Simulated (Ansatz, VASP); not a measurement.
## BaTiO3 in VASP and in Ansatz

```
Ba Ti O
1.0
     3.86589    0.00000    0.00000
     0.00000    3.86589    0.00000
     0.00000    0.00000    4.07447
Ba Ti O
1 1 3
Direct
  0.50000 0.50000 0.58268
  0.00000 0.00000 0.09964
  0.00000 0.50000 0.06201
  0.50000 0.00000 0.06201
  0.00000 0.00000 0.55366
```

Change from the starting cell: equal strain along all axes, cell held, atoms relaxed: -3.0 %.

Alike in both runs: functional PBE; k mesh 8 × 8 × 6; occupations gaussian, width 0.02 eV; no spin polarisation.

Ansatz relaxed the structure, and its values are those at the end. VASP's run is a single point on that final structure, the one shown.

|  | VASP | Ansatz |
| --- | --- | --- |
| version | VASP 6.6.1 | Ansatz 0.2.0 |
| potentials or method | VASP PAW PBE potentials, release 64 (Ba_sv, Ti_sv, O), cutoff 520 eV | scalar-relativistic, plane waves, PAW |
| valence electrons in the cell | 40 | 40 |

|  | VASP | Ansatz | Ansatz less VASP |
| --- | --- | --- | --- |
| gap on the k mesh at the Fermi level (eV) | 1.89 | 1.96 | +0.066 |
| least direct gap on the mesh (eV) | 2.35 | 2.37 | +0.028 |
| pressure (GPa) | 16.8 | 14.6 | -2.23 |
| rms of the force components (eV/Å) | 0.020 | 0.000 | -0.0197 |

The functional is the same, so the differences come from potentials, cutoffs and numerics. Ansatz's warnings: stress scf threshold loose.

Spin-orbit coupling is off throughout.
